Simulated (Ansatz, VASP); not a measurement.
# Cu: VASP beside Ansatz

```
CELL_PARAMETERS angstrom
2.53076 0.00000 0.00000
-1.26538 2.19171 0.00000
0.00000 0.00000 8.26182
ATOMIC_POSITIONS crystal
Cu 0.01568 0.00415 0.99309
Cu 0.34069 0.70004 0.24376
Cu 0.01759 0.01134 0.48593
Cu 0.66645 0.34453 0.74476
```

Alike in both runs: task single point; functional LDA; k mesh 7 × 7 × 2; no spin polarisation.

|  | VASP | Ansatz |
| --- | --- | --- |
| version | VASP 6.6.1 | Ansatz 0.2.0 |
| potentials or method | VASP PAW LDA potentials, release 64 (Cu), cutoff 600 eV | plane waves, PAW |
| occupations | methfessel-paxton of order 1, width 0.15 eV | cold, width 0.15 eV |
| valence electrons in the cell | 44 | 76 |

```csv
,VASP,Ansatz,Ansatz less VASP
pressure (GPa),-7.3,-8.5,-1.17
"traceless stress, the component that is largest in VASP (GPa)",-0.48,-0.54,-0.066
rms of the force components (eV/Å),0.188,0.184,-0.0046
```

LDA's correlation is that of Perdew and Zunger in VASP and of Perdew and Wang (1992) in Ansatz. Atom by atom the forces differ by 0.005 eV/Å (rms over components). VASP's potentials hold 44 valence electrons a cell and Ansatz's 76, so a difference there can come from the potentials and not from the codes. Ansatz's warnings: stress scf threshold loose.

The k mesh is coarse, so the values compare programs but aren't converged.
